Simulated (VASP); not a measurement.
Input of a VASP 6.6.1 run:

Contents of INCAR:

```
SYSTEM = LiCl
PREC = Accurate
ENCUT = 520
EDIFF = 1E-6
ISMEAR = 0
SIGMA = 0.01
LREAL = .FALSE.
LASPH = .TRUE.
NELM = 80
ALGO = Normal
ISIF = 2
LWAVE = .FALSE.
LCHARG = .FALSE.
GGA = PE
NBANDS = 12
```

File KPOINTS:

```
Automatic mesh
0
G
  6 6 6
  0 0 0
```

File POSCAR:

```
LiCl
1.0
    0.0000000000      2.7330425439      2.7330425439
    2.7330425439      0.0000000000      2.7330425439
    2.7330425439      2.7330425439      0.0000000000
Li Cl
1 1
Direct
    0.0000000000      0.0000000000      0.0000000000
    0.2500000000      0.2500000000      0.2500000000
```

Potentials or basis: VASP PAW PBE potentials, release 64 (Li_sv, Cl).

Run with:

```sh
$ cat potpaw_PBE.64/Li_sv/POTCAR potpaw_PBE.64/Cl/POTCAR > POTCAR
$ mpirun -np 1 vasp_std > vasp.out
```

(1) Estimate the band gap on the k mesh.

Results:

(1) 6.06 eV, direct.
